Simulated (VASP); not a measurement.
# Yb (Immm) in VASP: a series of runs

Runs on Yb. Level: PBE. Tasks: single point.

Program: VASP 6.6.1. These are calculated values, not measurements. Logs are shortened: lines on timing, memory, paths and dates and some standing lists are left out, and cuts for length are marked.

### 1 The cell of the first run

Symmetry: Immm, No. 71, orthorhombic system. Conventional cell: a = 3.287 Å, b = 4.100 Å, c = 5.224 Å, α = 90.00°, β = 90.00°, γ = 90.00°. Within 4.3 Å of Yb (site symmetry mmm) lie 12 Yb at 3.29 to 4.10 Å.

### 2 Single point, PBE (engineering shear strain xz -0.2200, normal strain along z +0.0000)

INCAR

```
PREC = Accurate
ENCUT = 520
EDIFF = 1E-7
ISMEAR = 0
SIGMA = 0.15
LREAL = False
LASPH = True
NELM = 60
ALGO = Fast
ISIF = 2
LWAVE = False
LCHARG = False
GGA = PE
NBANDS = 18
```

KPOINTS

```
regular mesh
0
Gamma
  14 14 14
```

POSCAR

```
Yb
1.0
   -0.2872968390      2.6117894455      2.6117894455
    2.3244926065      0.0000000000      2.3244926065
    2.6117894455      2.6117894455     -0.2872968390
Yb
1
Direct
    0.0000000000      0.0000000000      0.0000000000
```

Potentials or basis: VASP PAW PBE potentials, release 64 (Yb).

The run is started by

```sh
$ cat potpaw_PBE.64/Yb/POTCAR > POTCAR
$ mpirun -np 1 vasp_std > vasp.out
```

OUTCAR:

```text
PREC = Accurate
   ENCUT = 520
   EDIFF = 1E-7
   ISMEAR = 0
   LREAL = False
   LASPH = True
   NELM = 60
   ISIF = 2
   GGA = PE

 ion  position               nearest neighbor table
   1  0.000  0.000  0.000-

  LATTYP: Found a body centered orthorhombic cell.
 ALAT       =     3.2873289697
 B/A-ratio  =     1.2471910112
 C/A-ratio  =     1.5890040027

  Lattice vectors:

 A1 = (   2.6117894455,  -2.6117894455,  -0.2872968390)
 A2 = (  -2.6117894455,  -2.6117894455,   0.2872968390)
 A3 = (   0.2872968390,   2.6117894455,  -2.6117894455)

Analysis of symmetry for initial positions (statically):
=====================================================================
 Subroutine PRICEL returns:
 Original cell was already a primitive cell.

 Routine SETGRP: Setting up the symmetry group for a
 body centered orthorhombic supercell.

 Subroutine GETGRP returns: Found  8 space group operations
 (whereof  8 operations were pure point group operations)
 out of a pool of  8 trial point group operations.

The static configuration has the point symmetry D_2h.

Analysis of symmetry for dynamics (positions and initial velocities):
=====================================================================
 Subroutine PRICEL returns:
 Original cell was already a primitive cell.

 Routine SETGRP: Setting up the symmetry group for a
 body centered orthorhombic supercell.

 Subroutine GETGRP returns: Found  8 space group operations
 (whereof  8 operations were pure point group operations)
 out of a pool of  8 trial point group operations.

The dynamic configuration has the point symmetry D_2h.

 Subroutine INISYM returns: Found  8 space group operations
 (whereof  8 operations are pure point group operations),
 and found     1 'primitive' translations

----------------------------------------------------------------------------------------

                                     Primitive cell

  volume of cell :      35.2012

  direct lattice vectors                    reciprocal lattice vectors
    -0.287296839  2.611789445  2.611789445    -0.172468133  0.191439628  0.172468133
     2.324492606  0.000000000  2.324492606     0.215100706 -0.191439628  0.215100706
     2.611789445  2.611789445 -0.287296839     0.172468133  0.191439628 -0.172468133

  length of vectors
     3.704784432  3.287328970  3.704784432     0.310063937  0.359424204  0.310063937

  position of ions in fractional coordinates (direct lattice)
     0.000000000  0.000000000  0.000000000

  ion indices of the primitive-cell ions
   primitive index   ion index
                 1           1

----------------------------------------------------------------------------------------

 KPOINTS: regular mesh

Automatic generation of k-mesh.
 Grid dimensions read from file:
 generate k-points for:   14   14   14

 Generating k-lattice:

  Cartesian coordinates                     Fractional coordinates (reciprocal lattice)
    -0.012319152  0.013674259  0.012319152     0.071428571  0.000000000 -0.000000000
     0.015364336 -0.013674259  0.015364336     0.000000000  0.071428571 -0.000000000
     0.012319152  0.013674259 -0.012319152     0.000000000  0.000000000  0.071428571

  Length of vectors
     0.022147424  0.025673157  0.022147424

  Shift w.r.t. Gamma in fractional coordinates (k-lattice)
     0.000000000  0.000000000  0.000000000

 Subroutine IBZKPT returns following result:
 ===========================================

 Found    428 irreducible k-points:

 Following reciprocal coordinates:
            Coordinates               Weight
  0.000000  0.000000  0.000000      1.000000
  0.071429  0.000000 -0.000000      4.000000
  0.142857  0.000000 -0.000000      4.000000
  0.214286  0.000000 -0.000000      4.000000
  0.285714  0.000000  0.000000      4.000000
  0.357143  0.000000 -0.000000      4.000000
[... 16 lines left out ...]
  0.000000  0.142857  0.000000      4.000000
  0.071429  0.142857 -0.000000      8.000000
 [... further k-points ...]
   k-points           NKPTS =    428   k-points in BZ     NKDIM =    428   number of bands    NBANDS=     18
   number of dos      NEDOS =    301   number of ions     NIONS =      1
   total plane-waves  NPLWV =  18816
   dimension x,y,z NGX =    28 NGY =   24 NGZ =   28
   dimension x,y,z NGXF=    56 NGYF=   48 NGZF=   56
   ions per type =               1
   NGX,Y,Z   is equivalent  to a cutoff of  12.56, 12.14, 12.56 a.u.
   NGXF,Y,Z  is equivalent  to a cutoff of  25.13, 24.27, 25.13 a.u.
 SYSTEM =  unknown system
   PREC   = accura    normal or accurate (medium, high low for compatibility)
   ISTART =      0    job   : 0-new  1-cont  2-samecut
   ICHARG =      2    charge: 1-file 2-atom 10-const
   ISPIN  =      1    spin polarized calculation?
   LNONCOLLINEAR =      F non collinear calculations
   LSORBIT =      F    spin-orbit coupling
   LASPH  =      T    aspherical Exc in radial PAW
   ENCUT  =  520.0 eV  38.22 Ry    6.18 a.u.   6.89  6.11  6.89*2*pi/ulx,y,z
   NELM   =     60;   NELMIN=  2; NELMDL= -5     # of ELM steps
   EDIFF  = 0.1E-06   stopping-criterion for ELM
   LREAL  =      F    real-space projection
   EDIFFG = 0.1E-05   stopping-criterion for IOM
   NSW    =      0    number of steps for IOM
   IBRION =     -1    ionic relax: 0-MD 1-quasi-New 2-CG
   NFREE  =      0    steps in history (QN), initial steepest desc. (CG)
   ISIF   =      2    stress and relaxation
   ISYM   =      2    0-nonsym 1-usesym 2-fastsym
   POTIM  = 0.5000    time-step for ionic-motion
   TEBEG  =    0.0;   TEEND  =   0.0 temperature during run
   PSTRESS=    0.0 pullay stress
   NELECT =      24.0000    total number of electrons
   NUPDOWN=      -1.0000    fix difference up-down
   EMIN   =  10.00;   EMAX   =-10.00  energy-range for DOS
   EFERMI =   0.00;   METHOD = LEGACY
   ISMEAR =     0;   SIGMA  =   0.15  broadening in eV -4-tet -1-fermi 0-gaus
   EFERMI_NEDOS =   21; number of points for ismear=-14 and -15
   IALGO  =     68    algorithm
   IMIX   =      4    mixing-type and parameters
     AMIX     =   0.40;   BMIX     =  1.00
     AMIX_MAG =   1.60;   BMIX_MAG =  1.00
  volume/ion in A,a.u.               =      35.20       237.55
  Fermi-wavevector in a.u.,A,eV,Ry     =   1.440874  2.722858 28.247310  2.076119
  Thomas-Fermi vector in A             =   2.559570
   LORBIT       =      0    0 simple, 1 ext, 2 COOP (PROOUT), +10 PAW based schemes
   GGA     = PE    functional components
   LHFCALC =     F    Hartree Fock is set to
   AEXX    =    0.0000 exact exchange contribution
   IVDW    =     0    specifies the selected vdW correction
   LEPSILON=     F    determine dielectric tensor
   LRPA    =     F    only Hartree local field effects (RPA)
 non-spin polarized calculation
 RMM-DIIS sequential band-by-band and
 Gauss-broadening in eV      SIGMA  =   0.15
  energy-cutoff  :      520.00
  volume of cell :       35.20
 maximum number of plane-waves:       968
   NGX = 13   NGY = 13   NGZ = 13

 number of electron      23.9999986 magnetization

 Free energy of the ion-electron system (eV)
  ---------------------------------------------------
  ext. energy  EPLUGINS =         0.00000000
  ---------------------------------------------------
  free energy    TOTEN  =        -3.44363379 eV

  energy without entropy =       -3.42441707  energy(sigma->0) =       -3.43402543

 E-fermi :   1.5414     XC(G=0):  -9.5244

 val. band max:        1.5401014471   @ k =  -0.3571   0.2857   0.0714
 cond. band min:       1.5427368490   @ k =  -0.2143   0.5000   0.1429
 fundamental gap:      0.0026354019
 Fermi energy:         1.5414379554

 k-point     1 :       0.0000    0.0000    0.0000
  band No.  band energies     occupation
      1     -50.1600      2.00000
      2     -22.3360      2.00000
      3     -22.3331      2.00000
      4     -22.2498      2.00000
      5      -3.5551      2.00000
      6       1.0428      2.00000
[... 10 lines left out ...]
     17       7.0485      0.00000
     18      10.8194      0.00000

 k-point     2 :       0.0714    0.0000   -0.0000
  band No.  band energies     occupation
      1     -50.1594      2.00000
      2     -22.3502      2.00000
      3     -22.3344      2.00000
      4     -22.2517      2.00000
      5      -3.4523      2.00000
      6       1.0436      2.00000
[... 10 lines left out ...]
     17       7.0393      0.00000
     18      11.1325      0.00000

 k-point     3 :       0.1429    0.0000   -0.0000
  band No.  band energies     occupation
      1     -50.1577      2.00000
      2     -22.3933      2.00000
      3     -22.3344      2.00000
      4     -22.2569      2.00000
      5      -3.1527      2.00000
      6       1.0461      2.00000
[... 10 lines left out ...]
     17       7.0693      0.00000
     18      11.4220      0.00000

 k-point     4 :       0.2143    0.0000   -0.0000
  band No.  band energies     occupation
      1     -50.1553      2.00000
      2     -22.4550      2.00000
      3     -22.3343      2.00000
      4     -22.2645      2.00000
      5      -2.6829      2.00000
      6       1.0495      2.00000
[... 375 lines left out ...]
      4     -22.2820      2.00000
      5      -3.2299      2.00000
      6       1.0464      2.00000
[... 10 lines left out ...]
     17       6.8945      0.00000
     18      11.5851      0.00000

 k-point    23 :       0.0000    0.1429    0.0000
  band No.  band energies     occupation
      1     -50.1528      2.00000
      2     -22.3839      2.00000
      3     -22.3406      2.00000
      4     -22.3337      2.00000
      5      -2.9861      2.00000
      6       1.0515      2.00000
[... 10 lines left out ...]
     17       6.4905      0.00000
     18      11.7164      0.00000

 k-point    24 :       0.0714    0.1429   -0.0000
  band No.  band energies     occupation
      1     -50.1532      2.00000
      2     -22.3737      2.00000
      3     -22.3392      2.00000
      4     -22.3348      2.00000
      5      -3.0393      2.00000
      6       1.0505      2.00000
[... 10 lines left out ...]
     17       6.8280      0.00000
     18      11.8294      0.00000

 [... further k-points ...]

------------------------ aborting loop because EDIFF is reached ----------------------------------------

  FORCE on cell =-STRESS in cart. coord.  units (eV):
  Direction    XX          YY          ZZ          XY          YZ          ZX
  --------------------------------------------------------------------------------------
  -------------------------------------------------------------------------------------
  Total        0.3430751     -0.2437555      0.3430751      0.0000000      0.0000000      1.2176394
  in kB       15.6150115    -11.0944965     15.6150115      0.0000000      0.0000000     55.4206740
  external PRESSURE =       6.7118421 kB  Pullay stress =       0.0000000 kB

 VOLUME and BASIS-vectors are now :
 -----------------------------------------------------------------------------
  energy-cutoff  :      520.00
  volume of cell :       35.20
      direct lattice vectors                 reciprocal lattice vectors
    -0.287296839  2.611789445  2.611789445    -0.172468133  0.191439628  0.172468133
     2.324492606  0.000000000  2.324492606     0.215100706 -0.191439628  0.215100706
     2.611789445  2.611789445 -0.287296839     0.172468133  0.191439628 -0.172468133

 POSITION                                       TOTAL-FORCE (eV/Angst)
 -----------------------------------------------------------------------------------
      0.00000      0.00000      0.00000        -0.000000      0.000000     -0.000000
 -----------------------------------------------------------------------------------
    total drift:                               -0.000000     -0.000000     -0.000000

  FREE ENERGIE OF THE ION-ELECTRON SYSTEM (eV)
  ---------------------------------------------------
  free  energy   TOTEN  =        -3.4436337888 eV

  energy  without entropy=       -3.4244170740  energy(sigma->0) =       -3.43402543
```

Run time: 19 min. Hardware: 1 thread of Intel Xeon 8259CL, shared host; peak memory 0.42 GiB.

Results:

```
Free energy            : -3.4436 eV
Pressure               : 0.7 GPa
Band gap on the k mesh : zero (bands 12 and 13 overlap by 0.79 eV)
```

Levels at points of the mesh, in eV from the Fermi level:
```
           k point  band 10  band 11  band 12  band 13  band 14  band 15
(0.00, 0.00, 0.00)    -0.29    -0.28    -0.28     1.80     2.31     4.42
(0.50, 0.00, 0.00)    -0.30    -0.29    -0.29     0.05     2.04     4.21
(0.00, 0.50, 0.00)    -0.30    -0.29    -0.27     1.42     1.60     3.37
(0.50, 0.50, 0.00)    -0.31    -0.31    -0.30     0.14     2.13     5.87
(0.50, 0.00, 0.50)    -0.34    -0.31    -0.29    -0.08     2.15     5.50
```

Caveat: the cell differs from its parent crystal (engineering shear strain xz -0.2200, normal strain along z +0.0000); spin-orbit coupling is left out, which moves the levels of the heavy elements. Spin polarisation is off, so any magnetic state and its effect on volume and gap are missing.

(Continued in part 2 of 2.)
